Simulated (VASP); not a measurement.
# BP (F-43m) in VASP: further runs, part 2 of 2

VASP 6.6.1. Earlier steps stand in the parts before.

### 3 Relaxation of cell and atoms, PBE, target pressure 6 GPa, at which the enthalpy is minimised

This run uses another cell than the first one, of 11.76 Å³/atom, 1.035 times its volume.

File INCAR:

```
SYSTEM = BP
PREC = Accurate
ENCUT = 500
EDIFF = 1E-7
ISMEAR = 0
SIGMA = 0.01
LREAL = .False.
LASPH = .True.
NELM = 120
ALGO = Normal
ISIF = 3
LWAVE = .False.
LCHARG = .False.
GGA = PE
IBRION = 2
NSW = 80
EDIFFG = -0.001
PSTRESS = 60.0
GGA_COMPAT = .False.
NELMIN = 4
```

File KPOINTS:

```
regular mesh
0
Gamma
  10 10 10
  0 0 0
```

File POSCAR:

```
BP
1.0
    0.0000000000      2.2741905837      2.2741905837
    2.2741905837      0.0000000000      2.2741905837
    2.2741905837      2.2741905837      0.0000000000
B P
1 1
Direct
    0.0000000000      0.0000000000      0.0000000000
    0.7500000000      0.7500000000      0.7500000000
```

Potentials or basis: VASP PAW PBE potentials, release 64 (B, P).

Command:

```sh
> cat potpaw_PBE.64/B/POTCAR potpaw_PBE.64/P/POTCAR > POTCAR
> mpirun -np 1 vasp_std > vasp.out
```

OUTCAR:

```text
SYSTEM = BP
   PREC = Accurate
   ENCUT = 500
   EDIFF = 1E-7
   ISMEAR = 0
   LREAL = .False.
   LASPH = .True.
   NELM = 120
   ISIF = 3
   GGA = PE
   IBRION = 2
   NSW = 80
   EDIFFG = -0.001
   PSTRESS = 60.0
   NELMIN = 4

 ion  position               nearest neighbor table
   1  0.000  0.000  0.000-   2 1.97   2 1.97   2 1.97   2 1.97
   2  0.750  0.750  0.750-   1 1.97   1 1.97   1 1.97   1 1.97

  LATTYP: Found a face centered cubic cell.
 ALAT       =     4.5483811674

  Lattice vectors:

 A1 = (   0.0000000000,   2.2741905837,   2.2741905837)
 A2 = (   2.2741905837,   0.0000000000,   2.2741905837)
 A3 = (   2.2741905837,   2.2741905837,   0.0000000000)

Analysis of symmetry for initial positions (statically):
=====================================================================
 Subroutine PRICEL returns:
 Original cell was already a primitive cell.

 Routine SETGRP: Setting up the symmetry group for a
 face centered cubic supercell.

 Subroutine GETGRP returns: Found 24 space group operations
 (whereof 24 operations were pure point group operations)
 out of a pool of 48 trial point group operations.

The static configuration has the point symmetry T_d .

Analysis of symmetry for dynamics (positions and initial velocities):
=====================================================================
 Subroutine PRICEL returns:
 Original cell was already a primitive cell.

 Routine SETGRP: Setting up the symmetry group for a
 face centered cubic supercell.

 Subroutine GETGRP returns: Found 24 space group operations
 (whereof 24 operations were pure point group operations)
 out of a pool of 48 trial point group operations.

The dynamic configuration has the point symmetry T_d .

 Subroutine INISYM returns: Found 24 space group operations
 (whereof 24 operations are pure point group operations),
 and found     1 'primitive' translations

----------------------------------------------------------------------------------------

[... 119 lines left out ...]
   AEXX    =    0.0000 exact exchange contribution
   IVDW    =     0    specifies the selected vdW correction
   LEPSILON=     F    determine dielectric tensor
   LRPA    =     F    only Hartree local field effects (RPA)
 conjugate gradient relaxation of ions
 non-spin polarized calculation
 Gauss-broadening in eV      SIGMA  =   0.01
  energy-cutoff  :      500.00
  volume of cell :       23.52
 maximum number of plane-waves:       610
   NGX = 11   NGY = 11   NGZ = 11

--------------------------------------- Ionic step        1  -------------------------------------------

 number of electron       8.0000000 magnetization

 Free energy of the ion-electron system (eV)
  ---------------------------------------------------
  ext. energy  EPLUGINS =         0.00000000
  ---------------------------------------------------
  free energy    TOTEN  =       -12.93057311 eV

  energy without entropy =      -12.93057311  energy(sigma->0) =      -12.93057311

------------------------ aborting loop because EDIFF is reached ----------------------------------------

  FORCE on cell =-STRESS in cart. coord.  units (eV):
  Direction    XX          YY          ZZ          XY          YZ          ZX
  --------------------------------------------------------------------------------------
  -------------------------------------------------------------------------------------
  Total       -0.0311923     -0.0311923     -0.0311923     -0.0000000     -0.0000000     -0.0000000
  in kB       -2.1244519     -2.1244519     -2.1244519     -0.0000000     -0.0000000     -0.0000000
  external PRESSURE =     -62.1244519 kB  Pullay stress =      60.0000000 kB
[... 177 lines left out ...]
--------------------------------------- Ionic step        6  -------------------------------------------

 number of electron       8.0000001 magnetization

 Free energy of the ion-electron system (eV)
  ---------------------------------------------------
  ext. energy  EPLUGINS =         0.00000000
  ---------------------------------------------------
  free energy    TOTEN  =       -12.91598136 eV

  energy without entropy =      -12.91598136  energy(sigma->0) =      -12.91598136

 E-fermi :   7.8762     XC(G=0): -11.0334

 val. band max:        7.7820317657   @ k =   0.0000   0.0000   0.0000
 cond. band min:       8.9810895326   @ k =   0.4000   0.4000   0.0000
 fundamental gap:      1.1990577670
 Fermi energy:         7.8762144462

 k-point     1 :       0.0000    0.0000    0.0000
  band No.  band energies     occupation
      1      -7.9415      2.00000
      2       7.7820      2.00000
      3       7.7820      2.00000
      4       7.7820      2.00000
      5      11.2274      0.00000
      6      11.2274      0.00000
      7      11.2274      0.00000
      8      15.6055      0.00000
[... 243 lines left out ...]
 k-point    24 :       0.4000    0.3000    0.0000
  band No.  band energies     occupation
      1      -4.9244      2.00000
      2       1.5586      2.00000
      3       3.6241      2.00000
      4       4.1750      2.00000
      5       9.5707      0.00000
      6      11.3963      0.00000
      7      17.4560      0.00000
      8      17.4789      0.00000

 [... further k-points ...]
[... 5 lines left out ...]
  --------------------------------------------------------------------------------------
  -------------------------------------------------------------------------------------
  Total        0.8507260      0.8507260      0.8507260     -0.0000000      0.0000000      0.0000000
  in kB       60.0702564     60.0702564     60.0702564     -0.0000000      0.0000000      0.0000000
  external PRESSURE =       0.0702564 kB  Pullay stress =      60.0000000 kB
[... 21 lines left out ...]
  energy  without entropy=      -12.9159813645  energy(sigma->0) =      -12.91598136

  enthalpy is  TOTEN    =       -12.0662503521 eV   P V=        0.8497310124

 reached required accuracy - stopping structural energy minimisation
```

Run time: 35 s. Hardware: 1 thread of Intel Xeon 8259CL, shared host; peak memory 0.14 GiB.

Results:

```
Free energy                                            : -12.9160 eV
Relaxed volume                                         : 11.35 Å³/atom
Relaxed cell                                           : a = 3.178 Å, b = 3.178 Å, c = 3.178 Å, α = 60.00°, β = 60.00°, γ = 60.00°
Space group after relaxing (to 0.05 Å)                 : F-43m (No. 216)
Energy change on relaxing (the enthalpy is what falls) : +7.3 meV/atom
Ionic steps                                            : 6
Pressure after relaxing                                : 6.0 GPa
Band gap on the k mesh                                 : 1.20 eV, indirect (least direct gap 3.45 eV)
```

Step by step:
| step | energy change (eV) | largest force (eV/Å) | pressure (GPa) | volume (Å³) |
| --- | --- | --- | --- | --- |
| 1 | 0.0000 | 0.0000 | -0.21 | 23.52 |
| 2 | 0.0527 | 0.0000 | 11.98 | 22.01 |
| 3 | 0.0145 | 0.0000 | 5.98 | 22.69 |
| 4 | 0.0151 | 0.0000 | 6.12 | 22.68 |
| 5 | 0.0142 | 0.0000 | 5.92 | 22.70 |
| 6 | 0.0146 | 0.0000 | 6.01 | 22.69 |

Final structure:
```
B P
1.0
     0.00000    2.24700    2.24700
     2.24700    0.00000    2.24700
     2.24700    2.24700    0.00000
B P
1 1
Direct
  0.00000 0.00000 0.00000
  0.75000 0.75000 0.75000
```

Caveat: the cell is relaxed towards a set pressure, so the enthalpy falls and the energy may rise. A k mesh can miss the band edges.
